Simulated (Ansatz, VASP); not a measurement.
# Two plane-wave programs on BiTe5

```
Bi Te
1.0
     7.27620    0.00000    0.00000
     0.00000    7.27620    0.00000
     0.00000    0.00000    5.93395
Bi Te
1 5
Direct
  0.50000 0.50000 0.50000
  0.72768 0.00000 0.00000
  0.27232 0.00000 0.00000
  0.00000 0.72768 0.00000
  0.00000 0.27232 0.00000
  0.50000 0.50000 0.00000
```

Alike in both runs: functional PBE; k mesh 4 × 4 × 4; occupations gaussian, width 0.1 eV; no spin polarisation.

Ansatz relaxed the structure, and its values are those at the end. VASP's run is a single point on that final structure, the one shown.

|  | VASP | Ansatz |
| --- | --- | --- |
| version | VASP 6.6.1 | Ansatz 0.2.0 |
| potentials or method | VASP PAW PBE potentials, release 64 (Bi_d, Te), cutoff 520 eV | scalar-relativistic, plane waves, PAW |
| valence electrons in the cell | 45 | 95 |

```tsv
	VASP	Ansatz	Ansatz less VASP
gap on the k mesh at the Fermi level (eV)	none	none	-
pressure (GPa)	0.0	0.0	0.00
rms of the force components (eV/Å)	0.018	0.007	-0.0112
```

A gap of «none» marks a metal or a gap that the smearing closes. VASP's potentials hold 45 valence electrons a cell and Ansatz's 95, so a difference there can come from the potentials and not from the codes.

Neither program's run includes spin-orbit coupling.
